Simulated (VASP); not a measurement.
# HgTe (I-4m2) in VASP: notebook

HgTe is run at these levels: r2SCAN, HSE06; tasks: single point.

Everything below comes from runs of VASP 6.6.1. Logs are shortened: lines on timing, memory, paths and dates and some standing lists are left out, and cuts for length are marked.

## 1. The cell of the first run

Symmetry: I-4m2, No. 119, tetragonal system. The conventional cell has a = 4.512 Å, b = 4.512 Å, c = 6.839 Å, α = 90.00°, β = 90.00°, γ = 90.00°. Hg (site symmetry -4m2) has 4 Te at 2.83 Å within 3.7 Å. Te (site symmetry -4m2) has 4 Hg at 2.83 Å within 3.7 Å.

## 2. Single point, r2SCAN (epitaxial xy strain -3.0%)

POSCAR

```
HgTe
1.0
    0.0000000000      3.1904831503      3.4196598397
    3.1904831503      0.0000000000      3.4196598397
    3.1904831503      3.1904831503      0.0000000000
Hg Te
1 1
Direct
    0.0000000000      0.0000000000      0.0000000000
    0.2500000000      0.2500000000      0.2500000000
```

INCAR.step1

```
SYSTEM = HgTe
  PREC = Accurate
  ENCUT = 520
  ISMEAR = -1
  SIGMA = 0.02
  LREAL = .FALSE.
  LASPH = .TRUE.
  NELM = 100
  NBANDS = 16
  GGA = PE
  ALGO = Normal
  EDIFF = 1E-4
  LWAVE = .TRUE.
  LCHARG = .FALSE.
```

INCAR.step2

```
SYSTEM = HgTe
  PREC = Accurate
  ENCUT = 520
  EDIFF = 1E-6
  ISMEAR = -1
  SIGMA = 0.02
  LREAL = .FALSE.
  LASPH = .TRUE.
  NELM = 100
  ALGO = Normal
  ISIF = 2
  LWAVE = .FALSE.
  LCHARG = .TRUE.
  METAGGA = R2SCAN
  LMIXTAU = .TRUE.
  LELF = .TRUE.
  LVHAR = .TRUE.
  NBANDS = 16
  ISTART = 1
```

KPOINTS

```
regular mesh
0
G
  6 6 6
  0 0 0
```

Potentials or basis: VASP PAW PBE potentials, release 64 (Hg, Te).

The run is started by

```console
$ cat potpaw_PBE.64/Hg/POTCAR potpaw_PBE.64/Te/POTCAR > POTCAR
$ cp INCAR.step1 INCAR
$ mpirun -np 1 vasp_std > vasp.out
$ cp INCAR.step2 INCAR
$ mpirun -np 1 vasp_std > vasp.out
```

OUTCAR:

```text
SYSTEM = HgTe
   PREC = Accurate
   ENCUT = 520
   EDIFF = 1E-6
   ISMEAR = -1
   LREAL = .FALSE.
   LASPH = .TRUE.
   NELM = 100
   ISIF = 2
   METAGGA = R2SCAN
   ISTART = 1

 ion  position               nearest neighbor table
   1  0.000  0.000  0.000-   2 2.83   2 2.83   2 2.83   2 2.83
   2  0.250  0.250  0.250-   1 2.83   1 2.83   1 2.83   1 2.83

  LATTYP: Found a body centered tetragonal cell.
 ALAT       =     4.5120245417
 C/A-ratio  =     1.5157984218

  Lattice vectors:

 A1 = (  -3.1904831503,   0.0000000000,   3.4196598397)
 A2 = (   3.1904831503,   0.0000000000,   3.4196598397)
 A3 = (   0.0000000000,   3.1904831503,  -3.4196598397)

Analysis of symmetry for initial positions (statically):
=====================================================================
 Subroutine PRICEL returns:
 Original cell was already a primitive cell.

 Routine SETGRP: Setting up the symmetry group for a
 body centered tetragonal supercell.

 Subroutine GETGRP returns: Found  8 space group operations
 (whereof  8 operations were pure point group operations)
 out of a pool of 16 trial point group operations.

The static configuration has the point symmetry D_2d.

Analysis of symmetry for dynamics (positions and initial velocities):
=====================================================================
 Subroutine PRICEL returns:
 Original cell was already a primitive cell.

 Routine SETGRP: Setting up the symmetry group for a
 body centered tetragonal supercell.

 Subroutine GETGRP returns: Found  8 space group operations
 (whereof  8 operations were pure point group operations)
 out of a pool of 16 trial point group operations.

The dynamic configuration has the point symmetry D_2d.

 Subroutine INISYM returns: Found  8 space group operations
 (whereof  8 operations are pure point group operations),
 and found     1 'primitive' translations

----------------------------------------------------------------------------------------

                                     Primitive cell

  volume of cell :      69.6187

  direct lattice vectors                    reciprocal lattice vectors
     0.000000000  3.190483150  3.419659840    -0.156716076  0.156716076  0.146213373
     3.190483150  0.000000000  3.419659840     0.156716076 -0.156716076  0.146213373
     3.190483150  3.190483150  0.000000000     0.156716076  0.156716076 -0.146213373

  length of vectors
     4.676885305  4.676885305  4.512024542     0.265514985  0.265514985  0.265514985

  position of ions in fractional coordinates (direct lattice)
     0.000000000  0.000000000  0.000000000
     0.250000000  0.250000000  0.250000000

  ion indices of the primitive-cell ions
   primitive index   ion index
                 1           1
                 2           2

----------------------------------------------------------------------------------------

 KPOINTS: regular mesh

Automatic generation of k-mesh.
 Grid dimensions read from file:
 generate k-points for:    6    6    6

 Generating k-lattice:

  Cartesian coordinates                     Fractional coordinates (reciprocal lattice)
    -0.026119346  0.026119346  0.024368896     0.166666667 -0.000000000  0.000000000
     0.026119346 -0.026119346  0.024368896    -0.000000000  0.166666667  0.000000000
     0.026119346  0.026119346 -0.024368896     0.000000000  0.000000000  0.166666667

  Length of vectors
     0.044252498  0.044252498  0.044252498

  Shift w.r.t. Gamma in fractional coordinates (k-lattice)
     0.000000000  0.000000000  0.000000000

 Subroutine IBZKPT returns following result:
 ===========================================

 Found     30 irreducible k-points:

 Following reciprocal coordinates:
            Coordinates               Weight
  0.000000  0.000000  0.000000      1.000000
  0.166667  0.000000  0.000000      8.000000
  0.333333  0.000000  0.000000      8.000000
  0.500000  0.000000  0.000000      4.000000
  0.166667  0.166667  0.000000      2.000000
  0.333333  0.166667  0.000000      8.000000
[... 16 lines left out ...]
  0.333333  0.000000  0.333333      4.000000
  0.500000  0.000000  0.333333     16.000000
 [... further k-points ...]
   k-points           NKPTS =     30   k-points in BZ     NKDIM =     30   number of bands    NBANDS=     16
   number of dos      NEDOS =    301   number of ions     NIONS =      2
   total plane-waves  NPLWV =  46656
   dimension x,y,z NGX =    36 NGY =   36 NGZ =   36
   dimension x,y,z NGXF=    72 NGYF=   72 NGZF=   72
   ions per type =               1   1
   NGX,Y,Z   is equivalent  to a cutoff of  12.80, 12.80, 13.26 a.u.
   NGXF,Y,Z  is equivalent  to a cutoff of  25.59, 25.59, 26.53 a.u.
 SYSTEM =  HgTe
   PREC   = accura    normal or accurate (medium, high low for compatibility)
   ISTART =      1    job   : 0-new  1-cont  2-samecut
   ICHARG =      0    charge: 1-file 2-atom 10-const
   ISPIN  =      1    spin polarized calculation?
   LNONCOLLINEAR =      F non collinear calculations
   LSORBIT =      F    spin-orbit coupling
   LASPH  =      T    aspherical Exc in radial PAW
   ENCUT  =  520.0 eV  38.22 Ry    6.18 a.u.   8.70  8.70  8.39*2*pi/ulx,y,z
   NELM   =    100;   NELMIN=  2; NELMDL=  0     # of ELM steps
   EDIFF  = 0.1E-05   stopping-criterion for ELM
   LREAL  =      F    real-space projection
   EDIFFG = 0.1E-04   stopping-criterion for IOM
   NSW    =      0    number of steps for IOM
   IBRION =     -1    ionic relax: 0-MD 1-quasi-New 2-CG
   NFREE  =      0    steps in history (QN), initial steepest desc. (CG)
   ISIF   =      2    stress and relaxation
   ISYM   =      2    0-nonsym 1-usesym 2-fastsym
   POTIM  = 0.5000    time-step for ionic-motion
   TEBEG  =    0.0;   TEEND  =   0.0 temperature during run
   PSTRESS=    0.0 pullay stress
   NELECT =      18.0000    total number of electrons
   NUPDOWN=      -1.0000    fix difference up-down
   EMIN   =  10.00;   EMAX   =-10.00  energy-range for DOS
   EFERMI =   0.00;   METHOD = LEGACY
   ISMEAR =    -1;   SIGMA  =   0.02  broadening in eV -4-tet -1-fermi 0-gaus
   EFERMI_NEDOS =   21; number of points for ismear=-14 and -15
   IALGO  =     38    algorithm
   IMIX   =      4    mixing-type and parameters
     AMIX     =   0.40;   BMIX     =  1.00
     AMIX_MAG =   1.60;   BMIX_MAG =  1.00
  volume/ion in A,a.u.               =      34.81       234.91
  Fermi-wavevector in a.u.,A,eV,Ry     =   1.042935  1.970861 14.799227  1.087713
  Thomas-Fermi vector in A             =   2.177622
   LORBIT       =      0    0 simple, 1 ext, 2 COOP (PROOUT), +10 PAW based schemes
   METAGGA = R2SCAN    functional components
   LHFCALC =     F    Hartree Fock is set to
   AEXX    =    0.0000 exact exchange contribution
   IVDW    =     0    specifies the selected vdW correction
   LEPSILON=     F    determine dielectric tensor
   LRPA    =     F    only Hartree local field effects (RPA)
 non-spin polarized calculation
  energy-cutoff  :      520.00
  volume of cell :       69.62
 maximum number of plane-waves:      1901
   NGX = 17   NGY = 17   NGZ = 17

 number of electron      18.0000003 magnetization

 Free energy of the ion-electron system (eV)
  ---------------------------------------------------
  ext. energy  EPLUGINS =         0.00000000
  ---------------------------------------------------
  free energy    TOTEN  =       -75.13840462 eV

  energy without entropy =      -75.13814783  energy(sigma->0) =      -75.13827623

 E-fermi :   2.6246     XC(G=0):  -9.1715

 val. band max:        2.6245679795   @ k =   0.0000   0.0000   0.0000
 cond. band min:       3.4580224148   @ k =   0.5000   0.0000   0.0000
 fundamental gap:      0.8334544353
 Fermi energy:         2.6245688703

 k-point     1 :       0.0000    0.0000    0.0000
  band No.  band energies     occupation
      1      -9.6253      2.00000
      2      -4.9213      2.00000
      3      -4.9022      2.00000
      4      -4.9022      2.00000
      5      -4.4015      2.00000
      6      -4.3611      2.00000
[... 8 lines left out ...]
     15      11.9628      0.00000
     16      12.3446      0.00000

 k-point     2 :       0.1667    0.0000    0.0000
  band No.  band energies     occupation
      1      -9.4934      2.00000
      2      -4.8880      2.00000
      3      -4.8654      2.00000
      4      -4.8402      2.00000
      5      -4.3984      2.00000
      6      -4.3676      2.00000
[... 8 lines left out ...]
     15      11.3856      0.00000
     16      11.8183      0.00000

 k-point     3 :       0.3333    0.0000    0.0000
  band No.  band energies     occupation
      1      -9.2107      2.00000
      2      -4.8275      2.00000
      3      -4.7978      2.00000
      4      -4.5531      2.00000
      5      -4.3705      2.00000
      6      -4.3698      2.00000
[... 8 lines left out ...]
     15      11.8822      0.00000
     16      11.9837      0.00000

 k-point     4 :       0.5000    0.0000    0.0000
  band No.  band energies     occupation
      1      -9.0593      2.00000
      2      -4.8053      2.00000
      3      -4.7689      2.00000
      4      -4.3661      2.00000
      5      -4.3648      2.00000
      6      -4.0780      2.00000
[... 8 lines left out ...]
     15      12.9163      0.00000
     16      13.2133      0.00000

 k-point     5 :       0.1667    0.1667    0.0000
  band No.  band energies     occupation
      1      -9.4587      2.00000
      2      -4.8845      2.00000
      3      -4.8302      2.00000
      4      -4.8302      2.00000
      5      -4.4254      2.00000
      6      -4.3500      2.00000
[... 8 lines left out ...]
     15      11.1715      0.00000
     16      13.1127      0.00000

 k-point     6 :       0.3333    0.1667    0.0000
  band No.  band energies     occupation
      1      -9.2279      2.00000
      2      -4.8164      2.00000
      3      -4.7560      2.00000
      4      -4.6611      2.00000
      5      -4.4158      2.00000
      6      -4.3461      2.00000
[... 8 lines left out ...]
     15      12.3340      0.00000
     16      12.8039      0.00000

 k-point     7 :       0.5000    0.1667    0.0000
  band No.  band energies     occupation
      1      -9.0209      2.00000
      2      -4.7817      2.00000
      3      -4.7208      2.00000
      4      -4.4102      2.00000
      5      -4.3573      2.00000
      6      -4.1395      2.00000
[... 8 lines left out ...]
     15      12.5520      0.00000
     16      13.1298      0.00000

 k-point     8 :      -0.3333    0.1667    0.0000
  band No.  band energies     occupation
      1      -9.0614      2.00000
      2      -4.7826      2.00000
      3      -4.7511      2.00000
      4      -4.4554      2.00000
      5      -4.3851      2.00000
      6      -4.2061      2.00000
[... 8 lines left out ...]
     15      11.6773      0.00000
     16      13.3950      0.00000

 k-point     9 :      -0.1667    0.1667    0.0000
  band No.  band energies     occupation
      1      -9.3028      2.00000
      2      -4.8347      2.00000
      3      -4.8233      2.00000
      4      -4.7238      2.00000
      5      -4.3895      2.00000
      6      -4.3511      2.00000
[... 8 lines left out ...]
     15      11.7203      0.00000
     16      12.1709      0.00000
[... 172 lines left out ...]
 k-point    19 :       0.5000    0.3333    0.1667
  band No.  band energies     occupation
      1      -9.0311      2.00000
      2      -4.7469      2.00000
      3      -4.6985      2.00000
      4      -4.4951      2.00000
      5      -4.3566      2.00000
      6      -4.2829      2.00000
[... 8 lines left out ...]
     15      13.0274      0.00000
     16      14.0095      0.00000

 k-point    20 :      -0.3333    0.3333    0.1667
  band No.  band energies     occupation
      1      -8.9191      2.00000
      2      -4.7288      2.00000
      3      -4.6650      2.00000
      4      -4.4347      2.00000
      5      -4.3763      2.00000
      6      -3.9331      2.00000
[... 8 lines left out ...]
     15      13.2374      0.00000
     16      13.8129      0.00000

 k-point    21 :      -0.1667    0.3333    0.1667
  band No.  band energies     occupation
      1      -9.0101      2.00000
      2      -4.7453      2.00000
      3      -4.7073      2.00000
      4      -4.5471      2.00000
      5      -4.3623      2.00000
      6      -4.1797      2.00000
[... 8 lines left out ...]
     15      13.4359      0.00000
     16      13.8678      0.00000

 k-point    22 :      -0.3333    0.5000    0.1667
  band No.  band energies     occupation
      1      -8.8811      2.00000
      2      -4.6951      2.00000
      3      -4.6175      2.00000
      4      -4.4775      2.00000
      5      -4.3620      2.00000
      6      -3.8687      2.00000
[... 8 lines left out ...]
     15      13.8501      0.00000
     16      14.0474      0.00000

 k-point    23 :       0.3333    0.0000    0.3333
  band No.  band energies     occupation
      1      -9.0550      2.00000
      2      -4.7522      2.00000
      3      -4.7204      2.00000
      4      -4.6315      2.00000
      5      -4.3498      2.00000
      6      -4.2925      2.00000
[... 8 lines left out ...]
     15      12.7814      0.00000
     16      14.8513      0.00000

 k-point    24 :       0.5000    0.0000    0.3333
  band No.  band energies     occupation
      1      -8.9027      2.00000
      2      -4.7253      2.00000
      3      -4.6343      2.00000
      4      -4.5510      2.00000
      5      -4.3438      2.00000
      6      -4.0034      2.00000
[... 8 lines left out ...]
     15      13.1915      0.00000
     16      14.4495      0.00000

 [... further k-points ...]
[... 5 lines left out ...]
  --------------------------------------------------------------------------------------
  -------------------------------------------------------------------------------------
  Total        0.5510298      0.5510298      0.0441583      0.0000000      0.0000000      0.0000000
  in kB       12.6811851     12.6811851      1.0162426      0.0000000      0.0000000      0.0000000
  external PRESSURE =       8.7928710 kB  Pullay stress =       0.0000000 kB

 VOLUME and BASIS-vectors are now :
 -----------------------------------------------------------------------------
  energy-cutoff  :      520.00
  volume of cell :       69.62
      direct lattice vectors                 reciprocal lattice vectors
     0.000000000  3.190483150  3.419659840    -0.156716076  0.156716076  0.146213373
     3.190483150  0.000000000  3.419659840     0.156716076 -0.156716076  0.146213373
     3.190483150  3.190483150  0.000000000     0.156716076  0.156716076 -0.146213373

 POSITION                                       TOTAL-FORCE (eV/Angst)
 -----------------------------------------------------------------------------------
      0.00000      0.00000      0.00000        -0.000000      0.000000      0.000000
      1.59524      1.59524      1.70983         0.000000     -0.000000     -0.000000
 -----------------------------------------------------------------------------------
    total drift:                                0.000000      0.000000     -0.000001

  FREE ENERGIE OF THE ION-ELECTRON SYSTEM (eV)
  ---------------------------------------------------
  free  energy   TOTEN  =       -75.1384046221 eV

  energy  without entropy=      -75.1381478347  energy(sigma->0) =      -75.13827623
```

Wall time 2 min (1 thread of Intel Xeon 6975P-C (Granite Rapids), shared host); peak memory 0.22 GiB.

Results:

```yaml
Free_energy: -75.1384 eV
Pressure: 0.9 GPa
Band_gap_on_the_k_mesh: zero (filled and empty bands touch)
```

Levels at points of the mesh, in eV from the Fermi level:
| k point | band 6 | band 7 | band 8 | band 9 | band 10 | band 11 | band 12 | band 13 |
| --- | --- | --- | --- | --- | --- | --- | --- | --- |
| (0.00, 0.00, 0.00) | -6.99 | -0.59 | -0.27 | 0.00 | 0.00 | 4.56 | 4.56 | 4.59 |
| (0.50, 0.00, 0.00) | -6.70 | -5.50 | -1.20 | -0.87 | 0.83 | 5.19 | 5.53 | 7.11 |
| (0.50, 0.50, 0.00) | -6.64 | -5.70 | -2.10 | -2.10 | 2.36 | 2.96 | 8.19 | 9.23 |
| (0.50, 0.00, 0.50) | -6.52 | -5.36 | -2.46 | -2.29 | 1.84 | 2.63 | 8.61 | 8.93 |

Caveat: the cell differs from its parent crystal (epitaxial xy strain -3.0%); the PAW data sets were made with another functional, which shifts forces and pressure a little; spin-orbit coupling is left out, which moves the levels of the heavy elements.

(Part 1 of 2 ends here.)
